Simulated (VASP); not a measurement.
Here is a VASP 6.6.1 calculation.

The input INCAR:

```
SYSTEM = Nb2B
PREC = Accurate ; ENCUT = 600
EDIFF = 1E-6 ; ISMEAR = 0
SIGMA = 0.1 ; LREAL = .False.
LASPH = .True. ; NELM = 60
ALGO = Fast ; ISIF = 3
LWAVE = .False. ; LCHARG = .False.
GGA = PE ; IBRION = 2
NSW = 90 ; EDIFFG = -0.04
```

File KPOINTS:

```
regular mesh
0
Gamma
  6 6 6
  0 0 0
```

Contents of POSCAR:

```
Nb2B
1.0
    3.9398468400      0.0000000000      0.0000000000
   -1.9699234200      3.4120074500      0.0000000000
    0.0000000000      0.0000000000      3.1594450100
Nb B
2 1
Direct
    0.3333333300      0.6666666700      0.5000000000
    0.6666666700      0.3333333300      0.5000000000
    0.0000000000      0.0000000000      0.5000000000
```

Potentials or basis: VASP PAW PBE potentials, release 64 (Nb_sv, B).

Launch:

```console
$ cat potpaw_PBE.64/Nb_sv/POTCAR potpaw_PBE.64/B/POTCAR > POTCAR
$ mpirun -np 1 vasp_std > vasp.out
```

**Question.** Estimate the relaxed volume.

**Answer.** 15.78 Å³/atom.

**Question.** Predict the relaxed cell.

**Answer.** a = 4.448 Å, b = 4.448 Å, c = 2.762 Å, α = 90.00°, β = 90.00°, γ = 120.00°.

**Question.** Predict the space group after relaxing (to 0.05 Å).

**Answer.** P6/mmm (No. 191).

Stress tensor (GPa, compression positive):
```
-0.01  0.00  0.00
 0.00 -0.01  0.00
 0.00  0.00 -0.26
```
